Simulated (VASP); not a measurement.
# BaErB4 (P6/mmm) in VASP: further runs

Runs on BaErB4. Level: PBE. Tasks: single point, relaxation of cell and atoms.

Everything below comes from runs of VASP 6.6.1. Logs are shortened: lines on timing, memory, paths and dates and some standing lists are left out, and cuts for length are marked.

## Step 1: The cell of the first run

It takes space group P6/mmm (No. 191, hexagonal). Conventional cell: a = 3.274 Å, b = 3.274 Å, c = 8.689 Å, α = 90.00°, β = 90.00°, γ = 120.00°. Ba (site symmetry 6/mmm) has 12 B at 3.13 Å and 6 Ba at 3.27 Å within 4.1 Å. Within 3.5 Å of Er (site symmetry 6/mmm) lie 12 B at 2.65 Å and 6 Er at 3.27 Å. Within 2.5 Å of B (site symmetry 3m) lie 3 B at 1.89 Å.

## Step 2: Single point, PBE

Input file INCAR:

```
PREC = Accurate ; ENCUT = 500
EDIFF = 1E-6 ; ISMEAR = 1
SIGMA = 0.1 ; LREAL = F
LASPH = T ; NELM = 200
ALGO = Normal ; ISIF = 2
LWAVE = F ; LCHARG = F
GGA = PE ; NBANDS = 24
GGA_COMPAT = F ; LMAXMIX = 6
```

Input file KPOINTS:

```
Automatic mesh
0
Gamma
  12 12 6
```

Input file POSCAR:

```
BaErB4
1.0
    3.2735477248      0.0000000000      0.0000000000
   -1.6367738624      2.8349754902      0.0000000000
    0.0000000000      0.0000000000      8.6891496186
Ba Er B
1 1 4
Direct
    0.0000000000      0.0000000000      0.0000000000
    0.0000000000      0.0000000000      0.5000000000
    0.6666666667      0.3333333333      0.2868326249
    0.3333333333      0.6666666667      0.2868326249
    0.6666666667      0.3333333333      0.7131673751
    0.3333333333      0.6666666667      0.7131673751
```

Potentials or basis: VASP PAW PBE potentials, release 64 (Ba_sv, Er_3, B), 4f in core.

On the command line:

```bash
> cat potpaw_PBE.64/Ba_sv/POTCAR potpaw_PBE.64/Er_3/POTCAR potpaw_PBE.64/B/POTCAR > POTCAR
> mpirun -np 1 vasp_std > vasp.out
```

OUTCAR:

```text
PREC = Accurate
   ENCUT = 500
   EDIFF = 1E-6
   ISMEAR = 1
   LREAL = F
   LASPH = T
   NELM = 200
   ISIF = 2
   GGA = PE

 ion  position               nearest neighbor table
   1  0.000  0.000  0.000-   3 3.13   4 3.13   5 3.13   6 3.13   3 3.13   5 3.13   4 3.13   6 3.13
                             3 3.13   5 3.13   4 3.13   6 3.13
   2  0.000  0.000  0.500-   3 2.65   4 2.65   5 2.65   6 2.65   3 2.65   5 2.65   4 2.65   6 2.65
                             3 2.65   5 2.65   4 2.65   6 2.65
   3  0.667  0.333  0.287-   4 1.89   4 1.89   4 1.89   2 2.65   2 2.65   2 2.65   1 3.13   1 3.13
                             1 3.13
   4  0.333  0.667  0.287-   3 1.89   3 1.89   3 1.89   2 2.65   2 2.65   2 2.65   1 3.13   1 3.13
                             1 3.13
   5  0.667  0.333  0.713-   6 1.89   6 1.89   6 1.89   2 2.65   2 2.65   2 2.65   1 3.13   1 3.13
                             1 3.13
   6  0.333  0.667  0.713-   5 1.89   5 1.89   5 1.89   2 2.65   2 2.65   2 2.65   1 3.13   1 3.13
                             1 3.13

  LATTYP: Found a hexagonal cell.
 ALAT       =     3.2735477248
 C/A-ratio  =     2.6543525096

  Lattice vectors:

 A1 = (   3.2735477248,   0.0000000000,   0.0000000000)
 A2 = (  -1.6367738624,   2.8349754902,   0.0000000000)
 A3 = (   0.0000000000,   0.0000000000,   8.6891496186)

Analysis of symmetry for initial positions (statically):
=====================================================================
 Subroutine PRICEL returns:
 Original cell was already a primitive cell.

 Routine SETGRP: Setting up the symmetry group for a
 hexagonal supercell.

 Subroutine GETGRP returns: Found 24 space group operations
 (whereof 24 operations were pure point group operations)
 out of a pool of 24 trial point group operations.

The static configuration has the point symmetry D_6h.

Analysis of symmetry for dynamics (positions and initial velocities):
=====================================================================
 Subroutine PRICEL returns:
 Original cell was already a primitive cell.

 Routine SETGRP: Setting up the symmetry group for a
 hexagonal supercell.

 Subroutine GETGRP returns: Found 24 space group operations
 (whereof 24 operations were pure point group operations)
 out of a pool of 24 trial point group operations.

The dynamic configuration has the point symmetry D_6h.

 Subroutine INISYM returns: Found 24 space group operations
 (whereof 24 operations are pure point group operations),
 and found     1 'primitive' translations

----------------------------------------------------------------------------------------

                                     Primitive cell

  volume of cell :      80.6390

  direct lattice vectors                    reciprocal lattice vectors
     3.273547725  0.000000000  0.000000000     0.305478974  0.176368368  0.000000000
    -1.636773862  2.834975490  0.000000000     0.000000000  0.352736736  0.000000000
     0.000000000  0.000000000  8.689149619     0.000000000  0.000000000  0.115086061

  length of vectors
     3.273547725  3.273547725  8.689149619     0.352736736  0.352736736  0.115086061

  position of ions in fractional coordinates (direct lattice)
     0.000000000  0.000000000  0.000000000
     0.000000000  0.000000000  0.500000000
     0.666666667  0.333333333  0.286832625
     0.333333333  0.666666667  0.286832625
     0.666666667  0.333333333  0.713167375
     0.333333333  0.666666667  0.713167375

  ion indices of the primitive-cell ions
   primitive index   ion index
                 1           1
                 2           2
                 3           3
                 4           4
                 5           5
                 6           6

----------------------------------------------------------------------------------------

 KPOINTS: Automatic mesh

Automatic generation of k-mesh.
 Grid dimensions read from file:
 generate k-points for:   12   12    6

 Generating k-lattice:

  Cartesian coordinates                     Fractional coordinates (reciprocal lattice)
     0.025456581  0.014697364  0.000000000     0.083333333  0.000000000  0.000000000
     0.000000000  0.029394728  0.000000000     0.000000000  0.083333333  0.000000000
     0.000000000  0.000000000  0.019181010     0.000000000  0.000000000  0.166666667

  Length of vectors
     0.029394728  0.029394728  0.019181010

  Shift w.r.t. Gamma in fractional coordinates (k-lattice)
     0.000000000  0.000000000  0.000000000

 Subroutine IBZKPT returns following result:
 ===========================================

 Found     76 irreducible k-points:

 Following reciprocal coordinates:
            Coordinates               Weight
  0.000000  0.000000  0.000000      1.000000
  0.083333  0.000000  0.000000      6.000000
  0.166667  0.000000  0.000000      6.000000
  0.250000  0.000000  0.000000      6.000000
  0.333333 -0.000000  0.000000      6.000000
  0.416667  0.000000  0.000000      6.000000
[... 38 lines left out ...]
   EFERMI_NEDOS =   21; number of points for ismear=-14 and -15
   IALGO  =     38    algorithm
   IMIX   =      4    mixing-type and parameters
     AMIX     =   0.40;   BMIX     =  1.00
     AMIX_MAG =   1.60;   BMIX_MAG =  1.00
  volume/ion in A,a.u.               =      13.44        90.70
  Fermi-wavevector in a.u.,A,eV,Ry     =   1.190365  2.249465 19.279046  1.416970
  Thomas-Fermi vector in A             =   2.326452
   LORBIT       =      0    0 simple, 1 ext, 2 COOP (PROOUT), +10 PAW based schemes
   GGA     = PE    functional components
   LHFCALC =     F    Hartree Fock is set to
   AEXX    =    0.0000 exact exchange contribution
   IVDW    =     0    specifies the selected vdW correction
   LEPSILON=     F    determine dielectric tensor
   LRPA    =     F    only Hartree local field effects (RPA)
 non-spin polarized calculation
 Methfessel and Paxton  Order N= 1 SIGMA  =   0.10
  energy-cutoff  :      500.00
  volume of cell :       80.64
 maximum number of plane-waves:      2085
 NGX is ok and might be reduce to    24

 number of electron      31.0000004 magnetization

 Free energy of the ion-electron system (eV)
  ---------------------------------------------------
  ext. energy  EPLUGINS =         0.00000000
  ---------------------------------------------------
  free energy    TOTEN  =       -33.85871588 eV

  energy without entropy =      -33.85588302  energy(sigma->0) =      -33.85777159

 E-fermi :   4.6520     XC(G=0): -11.1887

 val. band max:        4.6291005218   @ k =   0.5000   0.0000   0.1667
 cond. band min:       4.6525744303   @ k =   0.3333   0.0833   0.3333
 fundamental gap:      0.0234739085
 Fermi energy:         4.6520244536

 k-point     1 :       0.0000    0.0000    0.0000
  band No.  band energies     occupation
      1     -23.5873      2.00000
      2     -18.6068      2.00000
      3     -18.0029      2.00000
      4     -18.0029      2.00000
      5      -9.1169      2.00000
      6      -6.6019      2.00000
[... 16 lines left out ...]
     23       9.8433      0.00000
     24      10.2879      0.00000

 k-point     2 :       0.0833    0.0000    0.0000
  band No.  band energies     occupation
      1     -23.5361      2.00000
      2     -18.5914      2.00000
      3     -18.0764      2.00000
      4     -18.0183      2.00000
      5      -9.0485      2.00000
      6      -6.9784      2.00000
[... 16 lines left out ...]
     23       9.7109      0.00000
     24      11.0951      0.00000

 k-point     3 :       0.1667    0.0000    0.0000
  band No.  band energies     occupation
      1     -23.3922      2.00000
      2     -18.5492      2.00000
      3     -18.2715      2.00000
      4     -18.0601      2.00000
      5      -8.8526      2.00000
      6      -7.8605      2.00000
[... 16 lines left out ...]
     23       9.9383      0.00000
     24      10.4414      0.00000
[... 514 lines left out ...]
 k-point    23 :       0.2500    0.0000    0.1667
  band No.  band energies     occupation
      1     -23.1846      2.00000
      2     -18.5260      2.00000
      3     -18.4907      2.00000
      4     -18.1165      2.00000
      5      -8.8933      2.00000
      6      -8.5672      2.00000
[... 16 lines left out ...]
     23      10.4614      0.00000
     24      11.1568      0.00000

 k-point    24 :       0.3333   -0.0000    0.1667
  band No.  band energies     occupation
      1     -22.9623      2.00000
      2     -18.7684      2.00000
      3     -18.4316      2.00000
      4     -18.1722      2.00000
      5      -9.8141      2.00000
      6      -8.2353      2.00000
[... 16 lines left out ...]
     23      11.1176      0.00000
     24      11.2271      0.00000

 [... further k-points ...]

------------------------ aborting loop because EDIFF is reached ----------------------------------------

  FORCE on cell =-STRESS in cart. coord.  units (eV):
  Direction    XX          YY          ZZ          XY          YZ          ZX
  --------------------------------------------------------------------------------------
  -------------------------------------------------------------------------------------
  Total        0.8172917      0.8172917      0.7066243      0.0000000      0.0000000     -0.0000000
  in kB       16.2383691     16.2383691     14.0395730      0.0000000      0.0000000     -0.0000000
  external PRESSURE =      15.5054371 kB  Pullay stress =       0.0000000 kB

 VOLUME and BASIS-vectors are now :
 -----------------------------------------------------------------------------
  energy-cutoff  :      500.00
  volume of cell :       80.64
      direct lattice vectors                 reciprocal lattice vectors
     3.273547725  0.000000000  0.000000000     0.305478974  0.176368368  0.000000000
    -1.636773862  2.834975490  0.000000000     0.000000000  0.352736736  0.000000000
     0.000000000  0.000000000  8.689149619     0.000000000  0.000000000  0.115086061

 POSITION                                       TOTAL-FORCE (eV/Angst)
 -----------------------------------------------------------------------------------
      0.00000      0.00000      0.00000         0.000000     -0.000000      0.000000
      0.00000      0.00000      4.34457         0.000000     -0.000000      0.000000
      1.63677      0.94499      2.49233         0.000000      0.000000      0.043448
     -0.00000      1.88998      2.49233        -0.000000     -0.000000      0.043448
      1.63677      0.94499      6.19682         0.000000      0.000000     -0.043448
     -0.00000      1.88998      6.19682        -0.000000     -0.000000     -0.043448
 -----------------------------------------------------------------------------------
    total drift:                               -0.000000     -0.000000      0.000000

  FREE ENERGIE OF THE ION-ELECTRON SYSTEM (eV)
  ---------------------------------------------------
  free  energy   TOTEN  =       -33.8587158751 eV

  energy  without entropy=      -33.8558830223  energy(sigma->0) =      -33.85777159
```

Run time: 97 s. Hardware: 1 thread of Intel Xeon Platinum 8259CL at 2.50GHz (Skylake/Cascade Lake), shared host; peak memory 0.28 GiB.

Results:

```
Free energy            : -33.8587 eV
Pressure               : 1.6 GPa
Largest force          : 0.043 eV/Å
Band gap on the k mesh : zero (an odd number of electrons rules out a gap without spin polarisation)
```

Forces on the atoms (eV/Å):
```
Ba   0.000  0.000  0.000
Er   0.000  0.000  0.000
B    0.000  0.000  0.043
B    0.000  0.000  0.043
B    0.000  0.000 -0.043
B    0.000  0.000 -0.043
```

Caveat: spin-orbit coupling is left out, which moves the levels of the heavy elements; the 4f electrons are frozen in the core, so they carry no moment and show no levels. Spin polarisation is off, so any magnetic state and its effect on volume and gap are missing.

## Step 3: Relaxation of cell and atoms, PBE

This run uses another cell than the first one, of 13.30 Å³/atom.

Input file INCAR:

```
PREC = Accurate
ENCUT = 500
EDIFF = 1E-7
ISMEAR = 0
SIGMA = 0.1
LREAL = F
LASPH = T
NELM = 200
ALGO = Normal
ISIF = 3
LWAVE = F
LCHARG = F
GGA = PE
IBRION = 2
NSW = 100
EDIFFG = -0.01
GGA_COMPAT = F
NELMIN = 4
LMAXMIX = 6
```

Input file KPOINTS:

```
regular mesh
0
Gamma
  12 12 6
```

Input file POSCAR:

```
BaErB4
1.0
    3.2594231474      0.0000000000      0.0000000000
   -1.6297115737      2.8227432474      0.0000000000
    0.0000000000      0.0000000000      8.6737280463
Ba Er B
1 1 4
Direct
    0.0000000000      0.0000000000      0.0000000000
    0.0000000000      0.0000000000      0.5000000000
    0.6666666667      0.3333333333      0.2865605224
    0.3333333333      0.6666666667      0.2865605224
    0.6666666667      0.3333333333      0.7134394776
    0.3333333333      0.6666666667      0.7134394776
```

Potentials or basis: VASP PAW PBE potentials, release 64 (Ba_sv, Er_3, B), 4f in core.

On the command line:

```bash
> cat potpaw_PBE.64/Ba_sv/POTCAR potpaw_PBE.64/Er_3/POTCAR potpaw_PBE.64/B/POTCAR > POTCAR
> mpirun -np 1 vasp_std > vasp.out
```

It took 6.6 min on 1 thread of Intel Xeon Platinum 8259CL at 2.50GHz (Skylake/Cascade Lake), shared host; peak memory 0.28 GiB.

The run converged. Its results:

- Free energy: -33.8728 eV
- Relaxed volume: 13.62 Å³/atom
- Relaxed cell: a = 3.290 Å, b = 3.290 Å, c = 8.719 Å, α = 90.00°, β = 90.00°, γ = 120.00°
- Space group after relaxing (to 0.1 Å): P6/mmm (No. 191)
- Energy gained by relaxing: 3.2 meV/atom
- Ionic steps: 6
- Pressure after relaxing: 0.0 GPa
- Largest force after relaxing: 0.009 eV/Å
- Band gap on the k mesh: zero (an odd number of electrons rules out a gap without spin polarisation)

Forces on the atoms (eV/Å):
```
Ba   0.000  0.000  0.000
Er   0.000  0.000  0.000
B    0.000  0.000  0.009
B    0.000  0.000  0.009
B    0.000  0.000 -0.009
B    0.000  0.000 -0.009
```

Stress tensor (GPa, compression positive):
```
-0.04  0.00  0.00
 0.00 -0.04  0.00
 0.00  0.00  0.08
```

The path:
| step | energy change (eV) | largest force (eV/Å) | pressure (GPa) | volume (Å³) |
| --- | --- | --- | --- | --- |
| 1 | 0.0000 | 0.0412 | 2.92 | 79.80 |
| 2 | -0.0129 | 0.0880 | -1.46 | 82.64 |
| 3 | -0.0172 | 0.0729 | -0.05 | 81.68 |
| 4 | -0.0181 | 0.0520 | -0.02 | 81.68 |
| 5 | -0.0187 | 0.0208 | 0.03 | 81.70 |
| 6 | -0.0190 | 0.0088 | 0.00 | 81.74 |

Final structure:
```yaml
crystal:
  lattice:
    - [3.29021, 0.00000, 0.00000]
    - [-1.64511, 2.84941, 0.00000]
    - [0.00000, 0.00000, 8.71855]
  atoms:
    - { symbol: Ba, position: [0.00000, 0.00000, 0.00000] }
    - { symbol: Er, position: [0.00000, 0.00000, 0.50000] }
    - { symbol: B, position: [0.66667, 0.33333, 0.28792] }
    - { symbol: B, position: [0.33333, 0.66667, 0.28792] }
    - { symbol: B, position: [0.66667, 0.33333, 0.71208] }
    - { symbol: B, position: [0.33333, 0.66667, 0.71208] }
```

Levels at points of the mesh, in eV from the Fermi level:
```tsv
k point	band 11	band 12	band 13	band 14	band 15	band 16	band 17	band 18	band 19
(0.00, 0.00, 0.00)	-0.85	-0.23	-0.23	0.11	0.70	0.70	2.10	3.27	3.27
(0.50, 0.00, 0.00)	-5.05	-2.26	-2.06	-1.75	-1.17	-0.61	0.09	3.02	4.04
(0.00, 0.00, 0.50)	-2.17	-0.17	-0.17	0.55	0.55	0.65	2.12	3.61	3.61
(0.50, 0.00, 0.50)	-5.55	-1.91	-1.56	-1.37	-1.06	-0.96	-0.59	2.80	2.95
```

Caveat: spin-orbit coupling is left out, which moves the levels of the heavy elements; the 4f electrons are frozen in the core, so they carry no moment and show no levels. Spin polarisation is off, so any magnetic state and its effect on volume and gap are missing.

## Step 4: Single point, PBE

This run uses another cell than the first one: it holds 12 atoms, not 6.

Input file INCAR:

```
SYSTEM = BaErB4
ALGO = Normal ; EDIFF = 1E-6
ENCUT = 500 ; GGA = PE
GGA_COMPAT = .FALSE. ; ISIF = 2
ISMEAR = 0 ; LASPH = .TRUE.
LCHARG = .FALSE. ; LMAXMIX = 6
LREAL = .FALSE. ; LWAVE = .FALSE.
NBANDS = 43 ; NELM = 200
PREC = Accurate ; SIGMA = 0.2
```

Input file KPOINTS:

```
k-points
0
G
  6 4 4
  0 0 0
```

Input file POSCAR:

```
BaErB4
1.0
    1.6367738624     -2.8349754902      0.0000000000
   -4.9103215872     -2.8349754902      0.0000000000
    0.0000000000      0.0000000000     -8.6891496186
Ba Er B
2 2 8
Direct
    0.5000000000      0.5000000000      0.0000000000
    1.0000000000      0.0000000000      0.0000000000
    0.5000000000      0.5000000000      0.5000000000
    1.0000000000      1.0000000000      0.5000000000
    0.0000000000      0.6666666667      0.7131673751
    0.5000000000      0.1666666667      0.7131673751
    0.5000000000      0.8333333333      0.7131673751
    0.0000000000      0.3333333333      0.7131673751
    0.0000000000      0.6666666667      0.2868326249
    0.5000000000      0.1666666667      0.2868326249
    0.5000000000      0.8333333333      0.2868326249
    0.0000000000      0.3333333333      0.2868326249
```

On the command line:

```bash
> cat potpaw_PBE.64/Ba_sv/POTCAR potpaw_PBE.64/Er_3/POTCAR potpaw_PBE.64/B/POTCAR > POTCAR
> mpirun -np 1 vasp_std > vasp.out
```

Wall time 4.1 min (1 thread of Intel Xeon Platinum 8259CL at 2.50GHz (Skylake/Cascade Lake), shared host); peak memory 0.37 GiB.

Results (log left out):

```yaml
Free_energy: -67.7927 eV
Pressure: 1.5 GPa
Largest_force: 0.064 eV/Å
Band_gap_on_the_k_mesh: zero (bands 31 and 32 overlap by 2.06 eV)
```

Forces in eV/Å, atoms in the order of the input:
```
Ba   0.000  0.000  0.000
Ba   0.000  0.000  0.000
Er   0.000  0.000  0.000
Er   0.000  0.000  0.000
B    0.044  0.025  0.039
B    0.044  0.025  0.039
B   -0.044 -0.025  0.039
B   -0.044 -0.025  0.039
B    0.044  0.025 -0.039
B    0.044  0.025 -0.039
B   -0.044 -0.025 -0.039
B   -0.044 -0.025 -0.039
```

Stress tensor (GPa, compression positive):
```
2.17 0.47 0.00
0.47 1.62 0.00
0.00 0.00 0.85
```

Levels at points of the mesh, in eV from the Fermi level:
```
           k point  band 28  band 29  band 30  band 31  band 32  band 33  band 34  band 35
(0.00, 0.00, 0.00)    -0.21    -0.21     0.12     0.16     0.72     0.72     2.06     3.05
(0.50, 0.00, 0.00)    -1.71    -0.91    -0.91     0.16     0.16     0.93     0.93     2.59
(0.00, 0.50, 0.00)    -1.10    -0.65    -0.65     0.32     0.32     1.15     1.15     3.58
(0.50, 0.50, 0.00)    -1.77    -1.16    -1.16    -0.62    -0.62     0.12     0.12     3.05
(0.00, 0.00, 0.50)    -0.60    -0.14    -0.14     0.57     0.57     0.70     2.08     2.83
(0.50, 0.00, 0.50)    -1.50    -0.36    -0.36    -0.18    -0.18     1.09     1.09     3.18
(0.00, 0.50, 0.50)    -1.00    -0.77    -0.77     0.40     0.40     0.61     0.61     3.21
(0.50, 0.50, 0.50)    -1.37    -1.08    -1.08    -0.97    -0.97    -0.60    -0.60     2.83
```

Caveat: spin-orbit coupling is left out, which moves the levels of the heavy elements; the 4f electrons are frozen in the core, so they carry no moment and show no levels.

## Step 5: The runs side by side

```csv
task,cell,k mesh,smearing,mended,gap on the mesh (eV),pressure (GPa),largest force (eV/Å)
single point,"a = 3.274, b = 3.274, c = 8.689 Å, angles 90.0, 90.0, 120.0°, 6 atoms, atomic positions A",12 × 12 × 6,methfessel-paxton 0.1 eV,yes,none,1.6,0.04
relaxation of cell and atoms,"relaxed from a = 3.259, b = 3.259, c = 8.674 Å, angles 90.0, 90.0, 120.0°, 6 atoms, atomic positions A",12 × 12 × 6,gaussian 0.1 eV,yes,none,0.0,0.01
single point,"a = 3.274, b = 5.670, c = 8.689 Å, 12 atoms, atomic positions B",6 × 4 × 4,gaussian 0.2 eV,-,none,1.5,0.06
```

Alike in all rows: level PBE; potentials or basis VASP PAW PBE potentials, release 64 (Ba_sv, Er_3, B), 4f in core; no spin polarisation; cutoff (eV) 500.

Caveats: spin-orbit coupling is left out, which moves the levels of the heavy elements; the 4f electrons are frozen in the core, so they carry no moment and show no levels.

Absolute energies hang on the potentials; compare differences alone.
